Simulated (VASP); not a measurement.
# Zn3Cd (I4/mmm) in VASP: notebook

Runs on Zn3Cd. Level: LDA. Tasks: single point.

Program: VASP 6.6.1. These are calculated values, not measurements. Logs are shortened: lines on timing, memory, paths and dates and some standing lists are left out, and cuts for length are marked.

### Step 1. The cell of the first run

Symmetry: I4/mmm, No. 139, tetragonal system. The conventional cell has a = 4.082 Å, b = 4.082 Å, c = 8.137 Å, α = 90.00°, β = 90.00°, γ = 90.00°. Zn (site symmetry -4m2) has 8 Zn at 2.88 to 2.89 Å and 4 Cd at 2.88 Å within 3.8 Å. Zn (site symmetry 4/mmm) has 8 Zn at 2.88 Å and 4 Cd at 2.89 Å within 3.8 Å. Within 3.8 Å of Cd (site symmetry 4/mmm) lie 12 Zn at 2.88 to 2.89 Å.

### Step 2. Single point, LDA

The input, INCAR:

```
PREC = Accurate ; ENCUT = 520
EDIFF = 1E-7 ; ISMEAR = 1
SIGMA = 0.1 ; LREAL = False
LASPH = True ; NELM = 60
ALGO = Normal ; ISIF = 2
LWAVE = False ; LCHARG = False
NBANDS = 32
```

The input, KPOINTS:

```
Automatic mesh
0
Gamma
  8 8 8
```

The input, POSCAR:

```
Zn3Cd
1.0
   -2.0409316057      2.0409316057      4.0685492837
    2.0409316057     -2.0409316057      4.0685492837
    2.0409316057      2.0409316057     -4.0685492837
Zn Cd
3 1
Direct
    0.7500000000      0.2500000000      0.5000000000
    0.2500000000      0.7500000000      0.5000000000
    0.5000000000      0.5000000000      0.0000000000
    0.0000000000      0.0000000000      0.0000000000
```

Potentials or basis: VASP PAW LDA potentials, release 64 (Zn, Cd).

Started as:

```bash
$ cat potpaw_LDA.64/Zn/POTCAR potpaw_LDA.64/Cd/POTCAR > POTCAR
$ mpirun -np 1 vasp_std > vasp.out
```

OUTCAR:

```text
PREC = Accurate
   ENCUT = 520
   EDIFF = 1E-7
   ISMEAR = 1
   LREAL = False
   LASPH = True
   NELM = 60
   ISIF = 2

 ion  position               nearest neighbor table
   1  0.750  0.250  0.500-   3 2.88   4 2.88   3 2.88   4 2.88   3 2.88   4 2.88   3 2.88   4 2.88
                             2 2.89   2 2.89   2 2.89   2 2.89
   2  0.250  0.750  0.500-   4 2.88   3 2.88   3 2.88   4 2.88   3 2.88   4 2.88   4 2.88   3 2.88
                             1 2.89   1 2.89   1 2.89   1 2.89
   3  0.500  0.500  0.000-   2 2.88   1 2.88   1 2.88   2 2.88   1 2.88   2 2.88   2 2.88   1 2.88
                             4 2.89   4 2.89   4 2.89   4 2.89
   4  0.000  0.000  0.000-   1 2.88   2 2.88   1 2.88   2 2.88   1 2.88   2 2.88   1 2.88   2 2.88
                             3 2.89   3 2.89   3 2.89   3 2.89

  LATTYP: Found a body centered tetragonal cell.
 ALAT       =     4.0818632114
 C/A-ratio  =     1.9934765439

  Lattice vectors:

 A1 = (  -2.0409316057,   2.0409316057,   4.0685492837)
 A2 = (   2.0409316057,  -2.0409316057,   4.0685492837)
 A3 = (   2.0409316057,   2.0409316057,  -4.0685492837)

Analysis of symmetry for initial positions (statically):
=====================================================================
 Subroutine PRICEL returns:
 Original cell was already a primitive cell.

 Routine SETGRP: Setting up the symmetry group for a
 body centered tetragonal supercell.

 Subroutine GETGRP returns: Found 16 space group operations
 (whereof 16 operations were pure point group operations)
 out of a pool of 16 trial point group operations.

The static configuration has the point symmetry D_4h.

Analysis of symmetry for dynamics (positions and initial velocities):
=====================================================================
 Subroutine PRICEL returns:
 Original cell was already a primitive cell.

 Routine SETGRP: Setting up the symmetry group for a
 body centered tetragonal supercell.

 Subroutine GETGRP returns: Found 16 space group operations
 (whereof 16 operations were pure point group operations)
 out of a pool of 16 trial point group operations.

The dynamic configuration has the point symmetry D_4h.

 Subroutine INISYM returns: Found 16 space group operations
 (whereof 16 operations are pure point group operations),
 and found     1 'primitive' translations

----------------------------------------------------------------------------------------

                                     Primitive cell

  volume of cell :      67.7886

  direct lattice vectors                    reciprocal lattice vectors
    -2.040931606  2.040931606  4.068549284     0.000000000  0.244986162  0.122893927
     2.040931606 -2.040931606  4.068549284     0.244986162  0.000000000  0.122893927
     2.040931606  2.040931606 -4.068549284     0.244986162  0.244986162  0.000000000

  length of vectors
     4.988376180  4.988376180  4.988376180     0.274082354  0.274082354  0.346462752

  position of ions in fractional coordinates (direct lattice)
     0.750000000  0.250000000  0.500000000
     0.250000000  0.750000000  0.500000000
     0.500000000  0.500000000  0.000000000
     0.000000000  0.000000000  0.000000000

  ion indices of the primitive-cell ions
   primitive index   ion index
                 1           1
                 2           2
                 3           3
                 4           4

----------------------------------------------------------------------------------------

 KPOINTS: Automatic mesh

Automatic generation of k-mesh.
 Grid dimensions read from file:
 generate k-points for:    8    8    8

 Generating k-lattice:

  Cartesian coordinates                     Fractional coordinates (reciprocal lattice)
     0.000000000  0.030623270  0.015361741     0.125000000  0.000000000 -0.000000000
     0.030623270  0.000000000  0.015361741     0.000000000  0.125000000 -0.000000000
     0.030623270  0.030623270  0.000000000     0.000000000  0.000000000  0.125000000

  Length of vectors
     0.034260294  0.034260294  0.043307844

  Shift w.r.t. Gamma in fractional coordinates (k-lattice)
     0.000000000  0.000000000  0.000000000

 Subroutine IBZKPT returns following result:
 ===========================================

 Found     59 irreducible k-points:

 Following reciprocal coordinates:
            Coordinates               Weight
  0.000000  0.000000  0.000000      1.000000
  0.125000  0.000000 -0.000000      8.000000
  0.250000  0.000000 -0.000000      8.000000
  0.375000  0.000000 -0.000000      8.000000
  0.500000  0.000000 -0.000000      4.000000
  0.125000  0.125000 -0.000000      8.000000
[... 16 lines left out ...]
  0.250000  0.125000  0.125000     16.000000
  0.375000  0.125000  0.125000      8.000000
 [... further k-points ...]
   k-points           NKPTS =     59   k-points in BZ     NKDIM =     59   number of bands    NBANDS=     32
   number of dos      NEDOS =    301   number of ions     NIONS =      4
   total plane-waves  NPLWV =  64000
   dimension x,y,z NGX =    40 NGY =   40 NGZ =   40
   dimension x,y,z NGXF=    80 NGYF=   80 NGZF=   80
   ions per type =               3   1
   NGX,Y,Z   is equivalent  to a cutoff of  13.33, 13.33, 13.33 a.u.
   NGXF,Y,Z  is equivalent  to a cutoff of  26.66, 26.66, 26.66 a.u.
 SYSTEM =  unknown system
   PREC   = accura    normal or accurate (medium, high low for compatibility)
   ISTART =      0    job   : 0-new  1-cont  2-samecut
   ICHARG =      2    charge: 1-file 2-atom 10-const
   ISPIN  =      1    spin polarized calculation?
   LNONCOLLINEAR =      F non collinear calculations
   LSORBIT =      F    spin-orbit coupling
   LASPH  =      T    aspherical Exc in radial PAW
   ENCUT  =  520.0 eV  38.22 Ry    6.18 a.u.   9.28  9.28  9.28*2*pi/ulx,y,z
   NELM   =     60;   NELMIN=  2; NELMDL= -5     # of ELM steps
   EDIFF  = 0.1E-06   stopping-criterion for ELM
   LREAL  =      F    real-space projection
   EDIFFG = 0.1E-05   stopping-criterion for IOM
   NSW    =      0    number of steps for IOM
   IBRION =     -1    ionic relax: 0-MD 1-quasi-New 2-CG
   NFREE  =      0    steps in history (QN), initial steepest desc. (CG)
   ISIF   =      2    stress and relaxation
   ISYM   =      2    0-nonsym 1-usesym 2-fastsym
   POTIM  = 0.5000    time-step for ionic-motion
   TEBEG  =    0.0;   TEEND  =   0.0 temperature during run
   PSTRESS=    0.0 pullay stress
   NELECT =      48.0000    total number of electrons
   NUPDOWN=      -1.0000    fix difference up-down
   EMIN   =  10.00;   EMAX   =-10.00  energy-range for DOS
   EFERMI =   0.00;   METHOD = LEGACY
   ISMEAR =     1;   SIGMA  =   0.10  broadening in eV -4-tet -1-fermi 0-gaus
   EFERMI_NEDOS =   21; number of points for ismear=-14 and -15
   IALGO  =     38    algorithm
   IMIX   =      4    mixing-type and parameters
     AMIX     =   0.40;   BMIX     =  1.00
     AMIX_MAG =   1.60;   BMIX_MAG =  1.00
  volume/ion in A,a.u.               =      16.95       114.36
  Fermi-wavevector in a.u.,A,eV,Ry     =   1.459161  2.757414 28.968839  2.129150
  Thomas-Fermi vector in A             =   2.575760
   LORBIT       =      0    0 simple, 1 ext, 2 COOP (PROOUT), +10 PAW based schemes
   GGA     = CA    functional components
   LHFCALC =     F    Hartree Fock is set to
   AEXX    =    0.0000 exact exchange contribution
   IVDW    =     0    specifies the selected vdW correction
   LEPSILON=     F    determine dielectric tensor
   LRPA    =     F    only Hartree local field effects (RPA)
 non-spin polarized calculation
 Methfessel and Paxton  Order N= 1 SIGMA  =   0.10
  energy-cutoff  :      520.00
  volume of cell :       67.79
 maximum number of plane-waves:      1839
 NGX is ok and might be reduce to    40
   NGX = 19   NGY = 19   NGZ = 19

 number of electron      47.9999981 magnetization

 Free energy of the ion-electron system (eV)
  ---------------------------------------------------
  ext. energy  EPLUGINS =         0.00000000
  ---------------------------------------------------
  free energy    TOTEN  =        -6.65530094 eV

  energy without entropy =       -6.65477997  energy(sigma->0) =       -6.65512729

 E-fermi :   2.6496     XC(G=0): -11.6938

 val. band max:        2.6278273426   @ k =  -0.3750   0.2500   0.0000
 cond. band min:       2.6735460733   @ k =  -0.3750   0.3750   0.3750
 fundamental gap:      0.0457187307
 Fermi energy:         2.6496202187

 k-point     1 :       0.0000    0.0000    0.0000
  band No.  band energies     occupation
      1      -7.1138      2.00000
      2      -6.5188      2.00000
      3      -6.5121      2.00000
      4      -6.4864      2.00000
      5      -6.3701      2.00000
      6      -6.3701      2.00000
[... 24 lines left out ...]
     31       6.8807      0.00000
     32      10.4952      0.00000

 k-point     2 :       0.1250    0.0000   -0.0000
  band No.  band energies     occupation
      1      -6.9304      2.00000
      2      -6.5019      2.00000
      3      -6.4777      2.00000
      4      -6.4676      2.00000
      5      -6.3836      2.00000
      6      -6.3722      2.00000
[... 24 lines left out ...]
     31       8.6991      0.00000
     32       9.6416      0.00000

 k-point     3 :       0.2500    0.0000   -0.0000
  band No.  band energies     occupation
      1      -6.5621      2.00000
      2      -6.4553      2.00000
      3      -6.4201      2.00000
      4      -6.3756      2.00000
      5      -6.3657      2.00000
      6      -6.2720      2.00000
[... 24 lines left out ...]
     31       8.6792      0.00000
     32       9.9177      0.00000

 k-point     4 :       0.3750    0.0000   -0.0000
  band No.  band energies     occupation
      1      -6.5363      2.00000
      2      -6.4261      2.00000
      3      -6.3845      2.00000
      4      -6.3611      2.00000
      5      -6.2713      2.00000
      6      -5.5345      2.00000
[... 654 lines left out ...]
     31      11.4935      0.00000
     32      11.7126      0.00000

 k-point    23 :       0.2500    0.1250    0.1250
  band No.  band energies     occupation
      1      -6.5414      2.00000
      2      -6.5234      2.00000
      3      -6.4359      2.00000
      4      -6.3217      2.00000
      5      -6.2436      2.00000
      6      -5.3111      2.00000
[... 24 lines left out ...]
     31      11.9738      0.00000
     32      12.7528      0.00000

 k-point    24 :       0.3750    0.1250    0.1250
  band No.  band energies     occupation
      1      -6.5372      2.00000
      2      -6.5329      2.00000
      3      -6.4533      2.00000
      4      -6.3206      2.00000
      5      -6.2078      2.00000
      6      -5.2477      2.00000
[... 24 lines left out ...]
     31      11.5494      0.00000
     32      11.6782      0.00000

 [... further k-points ...]

------------------------ aborting loop because EDIFF is reached ----------------------------------------

  FORCE on cell =-STRESS in cart. coord.  units (eV):
  Direction    XX          YY          ZZ          XY          YZ          ZX
  --------------------------------------------------------------------------------------
  -------------------------------------------------------------------------------------
  Total       -2.9460545     -2.9460545     -2.1491531      0.0000000      0.0000000     -0.0000000
  in kB      -69.6297580    -69.6297580    -50.7950580      0.0000000      0.0000000     -0.0000000
  external PRESSURE =     -63.3515247 kB  Pullay stress =       0.0000000 kB

 VOLUME and BASIS-vectors are now :
 -----------------------------------------------------------------------------
  energy-cutoff  :      520.00
  volume of cell :       67.79
      direct lattice vectors                 reciprocal lattice vectors
    -2.040931606  2.040931606  4.068549284     0.000000000  0.244986162  0.122893927
     2.040931606 -2.040931606  4.068549284     0.244986162  0.000000000  0.122893927
     2.040931606  2.040931606 -4.068549284     0.244986162  0.244986162  0.000000000

 POSITION                                       TOTAL-FORCE (eV/Angst)
 -----------------------------------------------------------------------------------
      0.00000      2.04093      2.03427        -0.000000      0.000000      0.000000
      2.04093      0.00000      2.03427         0.000000     -0.000000     -0.000000
      0.00000      0.00000      4.06855        -0.000000     -0.000000     -0.000000
      0.00000      0.00000      0.00000        -0.000000     -0.000000     -0.000000
 -----------------------------------------------------------------------------------
    total drift:                               -0.000000     -0.000000      0.000000

  FREE ENERGIE OF THE ION-ELECTRON SYSTEM (eV)
  ---------------------------------------------------
  free  energy   TOTEN  =        -6.6553009414 eV

  energy  without entropy=       -6.6547799731  energy(sigma->0) =       -6.65512729
```

Wall time 2.6 min (1 thread of Intel Xeon Platinum 8259CL at 2.50GHz (Skylake/Cascade Lake), shared host); peak memory 0.26 GiB.

What came out:

```yaml
Free_energy: -6.6553 eV
Pressure: -6.3 GPa
Band_gap_on_the_k_mesh: zero (band 24 reaches 4.91 eV, above the bottom of band 25 at 1.20 eV)
```

Levels at points of the mesh, in eV from the Fermi level:
| k point | band 21 | band 22 | band 23 | band 24 | band 25 | band 26 | band 27 | band 28 |
| --- | --- | --- | --- | --- | --- | --- | --- | --- |
| (0.00, 0.00, 0.00) | -6.90 | -0.80 | 1.58 | 2.09 | 2.23 | 2.23 | 2.33 | 2.33 |
| (0.50, 0.00, 0.00) | -6.21 | -6.12 | -1.56 | -1.13 | 2.94 | 3.02 | 3.44 | 4.08 |
| (0.50, 0.50, 0.00) | -4.52 | -4.20 | -2.61 | -2.56 | -1.45 | -1.23 | 5.00 | 5.06 |
| (0.50, 0.50, 0.50) | -6.86 | -6.83 | -0.85 | -0.85 | 1.40 | 1.80 | 7.39 | 7.79 |

### Step 3. Single point, LDA

This run uses another cell than the first one, of 17.27 Å³/atom, 1.019 times its volume.

The input, INCAR:

```
PREC = Accurate
ENCUT = 520
EDIFF = 1E-7
ISMEAR = 1
SIGMA = 0.1
LREAL = False
LASPH = True
NELM = 100
ALGO = Normal
ISIF = 2
LWAVE = False
LCHARG = False
NBANDS = 32
```

KPOINTS is that of step 2.

The input, POSCAR:

```
Zn3Cd
1.0
   -2.0539315206      2.0539315206      4.0944643091
    2.0539315206     -2.0539315206      4.0944643091
    2.0539315206      2.0539315206     -4.0944643091
Zn Cd
3 1
Direct
    0.7500000000      0.2500000000      0.5000000000
    0.2500000000      0.7500000000      0.5000000000
    0.5000000000      0.5000000000      0.0000000000
    0.0000000000      0.0000000000      0.0000000000
```

Potentials or basis: VASP PAW LDA potentials, release 64 (Zn, Cd).

Started as:

```bash
$ cat potpaw_LDA.64/Zn/POTCAR potpaw_LDA.64/Cd/POTCAR > POTCAR
$ mpirun -np 1 vasp_std > vasp.out
```

Run time: 2.6 min. Hardware: 1 thread of Intel Xeon Platinum 8259CL at 2.50GHz (Skylake/Cascade Lake), shared host; peak memory 0.26 GiB.

Results (log left out):

| Item | Value |
| --- | --- |
| Free energy | -6.5999 eV |
| Pressure | -7.2 GPa |
| Band gap on the k mesh | zero (band 24 reaches 4.76 eV, above the bottom of band 25 at 1.03 eV) |

Stress tensor (GPa, compression positive):
```
-7.84  0.00  0.00
 0.00 -7.84  0.00
 0.00  0.00 -5.97
```

Levels at points of the mesh, in eV from the Fermi level:
```
           k point  band 21  band 22  band 23  band 24  band 25  band 26  band 27  band 28
(0.00, 0.00, 0.00)    -6.87    -0.75     1.51     2.01     2.23     2.23     2.32     2.32
(0.50, 0.00, 0.00)    -6.14    -6.05    -1.54    -1.12     2.93     3.00     3.39     4.00
(0.50, 0.50, 0.00)    -4.46    -4.15    -2.52    -2.47    -1.47    -1.26     4.96     5.01
(0.50, 0.50, 0.50)    -6.78    -6.76    -0.80    -0.80     1.33     1.73     7.33     7.72
```
